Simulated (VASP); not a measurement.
# GaAs (I-4m2) in VASP: further runs

The runs below take GaAs through single point, with r2SCAN.

Everything below comes from runs of VASP 6.6.1. Logs are shortened: lines on timing, memory, paths and dates and some standing lists are left out, and cuts for length are marked.

### Step 1. The cell of the first run

Symmetry: I-4m2, No. 119, tetragonal system. Conventional cell: a = 4.007 Å, b = 4.007 Å, c = 5.553 Å, α = 90.00°, β = 90.00°, γ = 90.00°. Ga (site symmetry -4m2) has 4 As at 2.44 Å within 3.2 Å. Within 3.2 Å of As (site symmetry -4m2) lie 4 Ga at 2.44 Å.

### Step 2. Single point, r2SCAN (strain -0.0200 x Voigt [0, 0, 1, 0, 0, 0])

Input file POSCAR:

```
GaAs
1.0
    0.0000000000      2.8332036537      2.7765395806
    2.8332036537      0.0000000000      2.7765395806
    2.8332036537      2.8332036537      0.0000000000
Ga As
1 1
Direct
    0.0000000000      0.0000000000      0.0000000000
    0.7500000000      0.7500000000      0.7500000000
```

Input file INCAR.step1:

```
PREC = Accurate
ENCUT = 520
ISMEAR = 0
SIGMA = 0.05
LREAL = False
LASPH = True
NELM = 80
NBANDS = 16
GGA = PE
ALGO = Normal
EDIFF = 1E-4
LWAVE = True
LCHARG = False
```

Input file INCAR.step2:

```
PREC = Accurate
ENCUT = 520
EDIFF = 1E-7
ISMEAR = 0
SIGMA = 0.05
LREAL = False
LASPH = True
NELM = 80
ALGO = Normal
ISIF = 2
LWAVE = False
LCHARG = False
METAGGA = R2SCAN
LMIXTAU = True
NBANDS = 16
ISTART = 1
```

Input file KPOINTS:

```
Automatic mesh
0
Gamma
  8 8 8
```

Potentials or basis: VASP PAW PBE potentials, release 64 (Ga_d, As).

Launch:

```bash
$ cat potpaw_PBE.64/Ga_d/POTCAR potpaw_PBE.64/As/POTCAR > POTCAR
$ cp INCAR.step1 INCAR
$ mpirun -np 1 vasp_std > vasp.out
$ cp INCAR.step2 INCAR
$ mpirun -np 1 vasp_std > vasp.out
```

OUTCAR:

```text
PREC = Accurate
   ENCUT = 520
   EDIFF = 1E-7
   ISMEAR = 0
   LREAL = False
   LASPH = True
   NELM = 80
   ISIF = 2
   METAGGA = R2SCAN
   ISTART = 1

 ion  position               nearest neighbor table
   1  0.000  0.000  0.000-   2 2.44   2 2.44   2 2.44   2 2.44
   2  0.750  0.750  0.750-   1 2.44   1 2.44   1 2.44   1 2.44

  LATTYP: Found a body centered tetragonal cell.
 ALAT       =     4.0067550320
 C/A-ratio  =     1.3859292911

  Lattice vectors:

 A1 = (   0.0000000000,  -2.8332036537,  -2.7765395806)
 A2 = (   0.0000000000,   2.8332036537,  -2.7765395806)
 A3 = (   2.8332036537,   0.0000000000,   2.7765395806)

Analysis of symmetry for initial positions (statically):
=====================================================================
 Subroutine PRICEL returns:
 Original cell was already a primitive cell.

 Routine SETGRP: Setting up the symmetry group for a
 body centered tetragonal supercell.

 Subroutine GETGRP returns: Found  8 space group operations
 (whereof  8 operations were pure point group operations)
 out of a pool of 16 trial point group operations.

The static configuration has the point symmetry D_2d.

Analysis of symmetry for dynamics (positions and initial velocities):
=====================================================================
 Subroutine PRICEL returns:
 Original cell was already a primitive cell.

 Routine SETGRP: Setting up the symmetry group for a
 body centered tetragonal supercell.

 Subroutine GETGRP returns: Found  8 space group operations
 (whereof  8 operations were pure point group operations)
 out of a pool of 16 trial point group operations.

The dynamic configuration has the point symmetry D_2d.

 Subroutine INISYM returns: Found  8 space group operations
 (whereof  8 operations are pure point group operations),
 and found     1 'primitive' translations

----------------------------------------------------------------------------------------

                                     Primitive cell

  volume of cell :      44.5748

  direct lattice vectors                    reciprocal lattice vectors
     0.000000000  2.833203654  2.776539581    -0.176478666  0.176478666  0.180080271
     2.833203654  0.000000000  2.776539581     0.176478666 -0.176478666  0.180080271
     2.833203654  2.833203654  0.000000000     0.176478666  0.176478666 -0.180080271

  length of vectors
     3.966889838  3.966889838  4.006755032     0.307763453  0.307763453  0.307763453

  position of ions in fractional coordinates (direct lattice)
     0.000000000  0.000000000  0.000000000
     0.750000000  0.750000000  0.750000000

  ion indices of the primitive-cell ions
   primitive index   ion index
                 1           1
                 2           2

----------------------------------------------------------------------------------------

 KPOINTS: Automatic mesh

Automatic generation of k-mesh.
 Grid dimensions read from file:
 generate k-points for:    8    8    8

 Generating k-lattice:

  Cartesian coordinates                     Fractional coordinates (reciprocal lattice)
    -0.022059833  0.022059833  0.022510034     0.125000000  0.000000000  0.000000000
     0.022059833 -0.022059833  0.022510034     0.000000000  0.125000000  0.000000000
     0.022059833  0.022059833 -0.022510034    -0.000000000 -0.000000000  0.125000000

  Length of vectors
     0.038470432  0.038470432  0.038470432

  Shift w.r.t. Gamma in fractional coordinates (k-lattice)
     0.000000000  0.000000000  0.000000000

 Subroutine IBZKPT returns following result:
 ===========================================

 Found     59 irreducible k-points:

 Following reciprocal coordinates:
            Coordinates               Weight
  0.000000  0.000000  0.000000      1.000000
  0.125000  0.000000  0.000000      8.000000
  0.250000  0.000000  0.000000      8.000000
  0.375000  0.000000  0.000000      8.000000
  0.500000  0.000000  0.000000      4.000000
  0.125000  0.125000  0.000000      2.000000
[... 16 lines left out ...]
  0.250000  0.000000  0.125000     16.000000
  0.375000  0.000000  0.125000     16.000000
 [... further k-points ...]
   k-points           NKPTS =     59   k-points in BZ     NKDIM =     59   number of bands    NBANDS=     16
   number of dos      NEDOS =    301   number of ions     NIONS =      2
   total plane-waves  NPLWV =  27000
   dimension x,y,z NGX =    30 NGY =   30 NGZ =   30
   dimension x,y,z NGXF=    60 NGYF=   60 NGZF=   60
   ions per type =               1   1
   NGX,Y,Z   is equivalent  to a cutoff of  12.57, 12.57, 12.45 a.u.
   NGXF,Y,Z  is equivalent  to a cutoff of  25.15, 25.15, 24.89 a.u.
 SYSTEM =  unknown system
   PREC   = accura    normal or accurate (medium, high low for compatibility)
   ISTART =      1    job   : 0-new  1-cont  2-samecut
   ICHARG =      0    charge: 1-file 2-atom 10-const
   ISPIN  =      1    spin polarized calculation?
   LNONCOLLINEAR =      F non collinear calculations
   LSORBIT =      F    spin-orbit coupling
   LASPH  =      T    aspherical Exc in radial PAW
   ENCUT  =  520.0 eV  38.22 Ry    6.18 a.u.   7.38  7.38  7.45*2*pi/ulx,y,z
   NELM   =     80;   NELMIN=  2; NELMDL=  0     # of ELM steps
   EDIFF  = 0.1E-06   stopping-criterion for ELM
   LREAL  =      F    real-space projection
   EDIFFG = 0.1E-05   stopping-criterion for IOM
   NSW    =      0    number of steps for IOM
   IBRION =     -1    ionic relax: 0-MD 1-quasi-New 2-CG
   NFREE  =      0    steps in history (QN), initial steepest desc. (CG)
   ISIF   =      2    stress and relaxation
   ISYM   =      2    0-nonsym 1-usesym 2-fastsym
   POTIM  = 0.5000    time-step for ionic-motion
   TEBEG  =    0.0;   TEEND  =   0.0 temperature during run
   PSTRESS=    0.0 pullay stress
   NELECT =      18.0000    total number of electrons
   NUPDOWN=      -1.0000    fix difference up-down
   EMIN   =  10.00;   EMAX   =-10.00  energy-range for DOS
   EFERMI =   0.00;   METHOD = LEGACY
   ISMEAR =     0;   SIGMA  =   0.05  broadening in eV -4-tet -1-fermi 0-gaus
   EFERMI_NEDOS =   21; number of points for ismear=-14 and -15
   IALGO  =     38    algorithm
   IMIX   =      4    mixing-type and parameters
     AMIX     =   0.40;   BMIX     =  1.00
     AMIX_MAG =   1.60;   BMIX_MAG =  1.00
  volume/ion in A,a.u.               =      22.29       150.40
  Fermi-wavevector in a.u.,A,eV,Ry     =   1.210048  2.286659 19.921863  1.464216
  Thomas-Fermi vector in A             =   2.345606
   LORBIT       =      0    0 simple, 1 ext, 2 COOP (PROOUT), +10 PAW based schemes
   METAGGA = R2SCAN    functional components
   LHFCALC =     F    Hartree Fock is set to
   AEXX    =    0.0000 exact exchange contribution
   IVDW    =     0    specifies the selected vdW correction
   LEPSILON=     F    determine dielectric tensor
   LRPA    =     F    only Hartree local field effects (RPA)
 non-spin polarized calculation
 Gauss-broadening in eV      SIGMA  =   0.05
  energy-cutoff  :      520.00
  volume of cell :       44.57
 maximum number of plane-waves:      1235
 NGX is ok and might be reduce to    30
   NGX = 15   NGY = 15   NGZ = 15

 number of electron      18.0000004 magnetization

 Free energy of the ion-electron system (eV)
  ---------------------------------------------------
  ext. energy  EPLUGINS =         0.00000000
  ---------------------------------------------------
  free energy    TOTEN  =       -27.04588863 eV

  energy without entropy =      -27.04588863  energy(sigma->0) =      -27.04588863

 E-fermi :   4.1513     XC(G=0): -10.3206

 val. band max:        3.8867304111   @ k =   0.0000   0.0000   0.0000
 cond. band min:       4.9099896132   @ k =   0.0000   0.0000   0.0000
 fundamental gap:      1.0232592021
 Fermi energy:         4.1513422185

 k-point     1 :       0.0000    0.0000    0.0000
  band No.  band energies     occupation
      1     -11.4538      2.00000
      2     -11.4538      2.00000
      3     -11.4488      2.00000
      4     -11.3608      2.00000
      5     -11.3574      2.00000
      6      -9.5027      2.00000
[... 8 lines left out ...]
     15      14.2717      0.00000
     16      14.6565      0.00000

 k-point     2 :       0.1250    0.0000    0.0000
  band No.  band energies     occupation
      1     -11.4689      2.00000
      2     -11.4498      2.00000
      3     -11.4463      2.00000
      4     -11.3611      2.00000
      5     -11.3574      2.00000
      6      -9.3061      2.00000
[... 8 lines left out ...]
     15      13.4797      0.00000
     16      13.7487      0.00000

 k-point     3 :       0.2500    0.0000    0.0000
  band No.  band energies     occupation
      1     -11.5038      2.00000
      2     -11.4410      2.00000
      3     -11.4378      2.00000
      4     -11.3609      2.00000
      5     -11.3565      2.00000
      6      -8.7589      2.00000
[... 8 lines left out ...]
     15      13.3396      0.00000
     16      13.5693      0.00000

 k-point     4 :       0.3750    0.0000    0.0000
  band No.  band energies     occupation
      1     -11.5341      2.00000
      2     -11.4339      2.00000
      3     -11.4308      2.00000
      4     -11.3591      2.00000
      5     -11.3539      2.00000
      6      -8.0262      2.00000
[... 8 lines left out ...]
     15      14.6070      0.00000
     16      14.6836      0.00000
[... 324 lines left out ...]
 k-point    22 :       0.1250    0.0000    0.1250
  band No.  band energies     occupation
      1     -11.4788      2.00000
      2     -11.4458      2.00000
      3     -11.4414      2.00000
      4     -11.3618      2.00000
      5     -11.3573      2.00000
      6      -9.2440      2.00000
[... 8 lines left out ...]
     15      13.3950      0.00000
     16      14.8083      0.00000

 k-point    23 :       0.2500    0.0000    0.1250
  band No.  band energies     occupation
      1     -11.5058      2.00000
      2     -11.4377      2.00000
      3     -11.4336      2.00000
      4     -11.3640      2.00000
      5     -11.3558      2.00000
      6      -8.8150      2.00000
[... 8 lines left out ...]
     15      14.5280      0.00000
     16      14.7389      0.00000

 k-point    24 :       0.3750    0.0000    0.1250
  band No.  band energies     occupation
      1     -11.5332      2.00000
      2     -11.4313      2.00000
      3     -11.4264      2.00000
      4     -11.3631      2.00000
      5     -11.3543      2.00000
      6      -8.1275      2.00000
[... 8 lines left out ...]
     15      14.6676      0.00000
     16      15.4706      0.00000

 [... further k-points ...]
[... 5 lines left out ...]
  --------------------------------------------------------------------------------------
  -------------------------------------------------------------------------------------
  Total        0.3376996      0.3376996      0.7092651      0.0000000      0.0000000      0.0000000
  in kB       12.1381266     12.1381266     25.4935144      0.0000000      0.0000000      0.0000000
  external PRESSURE =      16.5899225 kB  Pullay stress =       0.0000000 kB

 VOLUME and BASIS-vectors are now :
 -----------------------------------------------------------------------------
  energy-cutoff  :      520.00
  volume of cell :       44.57
      direct lattice vectors                 reciprocal lattice vectors
     0.000000000  2.833203654  2.776539581    -0.176478666  0.176478666  0.180080271
     2.833203654  0.000000000  2.776539581     0.176478666 -0.176478666  0.180080271
     2.833203654  2.833203654  0.000000000     0.176478666  0.176478666 -0.180080271

 POSITION                                       TOTAL-FORCE (eV/Angst)
 -----------------------------------------------------------------------------------
      0.00000      0.00000      0.00000        -0.000000     -0.000000     -0.000000
      4.24981      4.24981      4.16481         0.000000      0.000000      0.000000
 -----------------------------------------------------------------------------------
    total drift:                                0.000002      0.000002     -0.000008

  FREE ENERGIE OF THE ION-ELECTRON SYSTEM (eV)
  ---------------------------------------------------
  free  energy   TOTEN  =       -27.0458886277 eV

  energy  without entropy=      -27.0458886277  energy(sigma->0) =      -27.04588863
```

Run time: 3.8 min. Hardware: 1 thread of Intel Xeon 8259CL, shared host; peak memory 0.2 GiB.

What came out:

* Free energy: -27.0459 eV
* Pressure: 1.7 GPa
* Band gap on the k mesh: 1.02 eV

Levels at points of the mesh, in eV from the valence-band top:
| k point | band 7 | band 8 | band 9 | band 10 | band 11 | band 12 |
| --- | --- | --- | --- | --- | --- | --- |
| (0.00, 0.00, 0.00) | -0.12 | -0.12 | 0.00 | 1.02 | 3.93 | 3.99 |
| (0.50, 0.00, 0.00) | -6.97 | -1.37 | -1.20 | 1.32 | 4.84 | 4.99 |
| (0.50, 0.50, 0.00) | -7.05 | -3.00 | -3.00 | 1.56 | 1.73 | 10.90 |
| (0.50, 0.00, 0.50) | -7.18 | -2.86 | -2.85 | 1.70 | 1.93 | 10.81 |

Caveat: the cell differs from its parent crystal (strain -0.0200 x Voigt [0, 0, 1, 0, 0, 0]); the PAW data sets were made with another functional, which shifts forces and pressure a little. A k mesh can miss the band edges.

### Step 3. Single point, r2SCAN (strain -0.0150 x Voigt [0, 0, 1, 0, 0, 0])

Input file POSCAR:

```
GaAs
1.0
    0.0000000000      2.8332036537      2.7907055989
    2.8332036537      0.0000000000      2.7907055989
    2.8332036537      2.8332036537      0.0000000000
Ga As
1 1
Direct
    0.0000000000      0.0000000000      0.0000000000
    0.7500000000      0.7500000000      0.7500000000
```

Input file INCAR.step1:

```
SYSTEM = GaAs
PREC = Accurate
ENCUT = 520
ISMEAR = 0
SIGMA = 0.05
LREAL = .False.
LASPH = .True.
NELM = 60
NBANDS = 16
GGA = PE
ALGO = Normal
EDIFF = 1E-4
LWAVE = .True.
LCHARG = .False.
```

Input file INCAR.step2:

```
SYSTEM = GaAs
PREC = Accurate
ENCUT = 520
EDIFF = 1E-7
ISMEAR = 0
SIGMA = 0.05
LREAL = .False.
LASPH = .True.
NELM = 60
ALGO = Normal
ISIF = 2
LWAVE = .False.
LCHARG = .False.
METAGGA = R2SCAN
LMIXTAU = .True.
NBANDS = 16
ISTART = 1
```

Input file KPOINTS:

```
Automatic mesh
0
Gamma
  8 8 8
  0 0 0
```

Potentials or basis: VASP PAW PBE potentials, release 64 (Ga_d, As).

Launch:

```bash
$ cat potpaw_PBE.64/Ga_d/POTCAR potpaw_PBE.64/As/POTCAR > POTCAR
$ cp INCAR.step1 INCAR
$ mpirun -np 1 vasp_std > vasp.out
$ cp INCAR.step2 INCAR
$ mpirun -np 1 vasp_std > vasp.out
```

Run time: 4.5 min. Hardware: 1 thread of Intel Xeon 8259CL, shared host; peak memory 0.2 GiB.

Results (log left out):

```
Free energy            : -27.0490 eV
Pressure               : 1.3 GPa
Band gap on the k mesh : 1.00 eV
```

Stress tensor (GPa, compression positive):
```
0.92 0.00 0.00
0.00 0.92 0.00
0.00 0.00 1.93
```

Levels at points of the mesh, in eV from the valence-band top:
```
           k point  band 7  band 8  band 9  band 10  band 11  band 12
(0.00, 0.00, 0.00)   -0.09   -0.09    0.00     1.00     3.95     4.00
(0.50, 0.00, 0.00)   -6.92   -1.32   -1.19     1.32     4.88     4.99
(0.50, 0.50, 0.00)   -7.03   -2.94   -2.94     1.62     1.79    10.88
(0.50, 0.00, 0.50)   -7.13   -2.84   -2.82     1.72     1.94    10.81
```

Caveat: the cell differs from its parent crystal (strain -0.0150 x Voigt [0, 0, 1, 0, 0, 0]); the PAW data sets were made with another functional, which shifts forces and pressure a little. A k mesh can miss the band edges.

### Step 4. Single point, r2SCAN (strain -0.0100 x Voigt [0, 0, 1, 0, 0, 0])

Input file POSCAR:

```
GaAs
1.0
    0.0000000000      2.8332036537      2.8048716172
    2.8332036537      0.0000000000      2.8048716172
    2.8332036537      2.8332036537      0.0000000000
Ga As
1 1
Direct
    0.0000000000      0.0000000000      0.0000000000
    0.7500000000      0.7500000000      0.7500000000
```

Input file INCAR.step1:

```
SYSTEM = GaAs
PREC = Accurate
ENCUT = 520
ISMEAR = 0
SIGMA = 0.05
LREAL = .FALSE.
LASPH = .TRUE.
NELM = 60
NBANDS = 16
GGA = PE
ALGO = Normal
EDIFF = 1E-4
LWAVE = .TRUE.
LCHARG = .FALSE.
```

Input file INCAR.step2:

```
SYSTEM = GaAs
PREC = Accurate
ENCUT = 520
EDIFF = 1E-6
ISMEAR = 0
SIGMA = 0.05
LREAL = .FALSE.
LASPH = .TRUE.
NELM = 60
ALGO = Normal
ISIF = 2
LWAVE = .FALSE.
LCHARG = .TRUE.
METAGGA = R2SCAN
LMIXTAU = .TRUE.
LELF = .TRUE.
LVHAR = .TRUE.
NBANDS = 16
ISTART = 1
```

Input file KPOINTS:

```
Automatic mesh
0
G
  8 8 8
  0 0 0
```

Launch:

```bash
$ cat potpaw_PBE.64/Ga_d/POTCAR potpaw_PBE.64/As/POTCAR > POTCAR
$ cp INCAR.step1 INCAR
$ mpirun -np 1 vasp_std > vasp.out
$ cp INCAR.step2 INCAR
$ mpirun -np 1 vasp_std > vasp.out
```

Wall time 4.9 min (1 thread of Intel Xeon 8259CL, shared host); peak memory 0.2 GiB.

It converged, with:

| Property | Result |
| --- | --- |
| Free energy | -27.0513 eV |
| Pressure | 0.9 GPa |
| Band gap on the k mesh | 0.98 eV |

Stress tensor (GPa, compression positive):
```
0.66 0.00 0.00
0.00 0.66 0.00
0.00 0.00 1.33
```

Levels at points of the mesh, in eV from the valence-band top:
```csv
k point,band 6,band 7,band 8,band 9,band 10,band 11,band 12,band 13
"(0.00, 0.00, 0.00)",-13.27,-0.06,-0.06,0.00,0.98,3.98,4.01,4.01
"(0.50, 0.00, 0.00)",-11.41,-6.87,-1.27,-1.19,1.33,4.91,4.99,8.26
"(0.50, 0.50, 0.00)",-10.60,-7.01,-2.87,-2.87,1.67,1.84,10.85,10.85
"(0.50, 0.00, 0.50)",-10.64,-7.07,-2.81,-2.80,1.73,1.94,10.82,10.87
```

Caveat: the cell differs from its parent crystal (strain -0.0100 x Voigt [0, 0, 1, 0, 0, 0]); the PAW data sets were made with another functional, which shifts forces and pressure a little. A k mesh can miss the band edges.

### Step 5. Single point, r2SCAN (strain -0.0050 x Voigt [0, 0, 1, 0, 0, 0])

Input file POSCAR:

```
GaAs
1.0
    0.0000000000      2.8332036537      2.8190376354
    2.8332036537      0.0000000000      2.8190376354
    2.8332036537      2.8332036537      0.0000000000
Ga As
1 1
Direct
    0.0000000000      0.0000000000      0.0000000000
    0.7500000000      0.7500000000      0.7500000000
```

Input file INCAR.step1:

```
ALGO     = Normal         # electronic algorithm
EDIFF    = 1E-4           # SCF threshold, eV
ENCUT    = 520            # plane-wave cutoff, eV
GGA      = PE             # functional
ISMEAR   = 0              # smearing method
LASPH    = True           # aspherical terms in the spheres
LCHARG   = False          # write CHGCAR
LREAL    = False          # projectors in reciprocal space
LWAVE    = True           # write WAVECAR
NBANDS   = 16             # bands
NELM     = 80             # most SCF steps
PREC     = Accurate       # precision mode
SIGMA    = 0.05           # smearing width, eV
```

Input file INCAR.step2:

```
ALGO     = Normal         # electronic algorithm
EDIFF    = 1E-7           # SCF threshold, eV
ENCUT    = 520            # plane-wave cutoff, eV
ISIF     = 2              # what is computed and relaxed
ISMEAR   = 0              # smearing method
ISTART   = 1            
LASPH    = True           # aspherical terms in the spheres
LCHARG   = False          # write CHGCAR
LMIXTAU  = True         
LREAL    = False          # projectors in reciprocal space
LWAVE    = False          # write WAVECAR
METAGGA  = R2SCAN         # meta-GGA
NBANDS   = 16             # bands
NELM     = 80             # most SCF steps
PREC     = Accurate       # precision mode
SIGMA    = 0.05           # smearing width, eV
```

Input file KPOINTS:

```
k-points
0
Gamma
  8 8 8
```

Launch:

```bash
$ cat potpaw_PBE.64/Ga_d/POTCAR potpaw_PBE.64/As/POTCAR > POTCAR
$ cp INCAR.step1 INCAR
$ mpirun -np 1 vasp_std > vasp.out
$ cp INCAR.step2 INCAR
$ mpirun -np 1 vasp_std > vasp.out
```

It took 4.4 min on 1 thread of Intel Xeon 8259CL, shared host; peak memory 0.2 GiB.

Results (log left out):

- Free energy: -27.0527 eV
- Pressure: 0.5 GPa
- Band gap on the k mesh: 0.96 eV

Stress tensor (GPa, compression positive):
```
0.37 0.00 0.00
0.00 0.37 0.00
0.00 0.00 0.70
```

Levels at points of the mesh, in eV from the valence-band top:
```tsv
k point	band 7	band 8	band 9	band 10	band 11	band 12
(0.00, 0.00, 0.00)	-0.03	-0.03	0.00	0.96	4.01	4.03
(0.50, 0.00, 0.00)	-6.83	-1.22	-1.18	1.34	4.95	4.98
(0.50, 0.50, 0.00)	-6.98	-2.81	-2.81	1.72	1.90	10.83
(0.50, 0.00, 0.50)	-7.02	-2.78	-2.78	1.75	1.95	10.81
```

Caveat: the cell differs from its parent crystal (strain -0.0050 x Voigt [0, 0, 1, 0, 0, 0]); the PAW data sets were made with another functional, which shifts forces and pressure a little. A k mesh can miss the band edges.

[end of part 1 of 2]
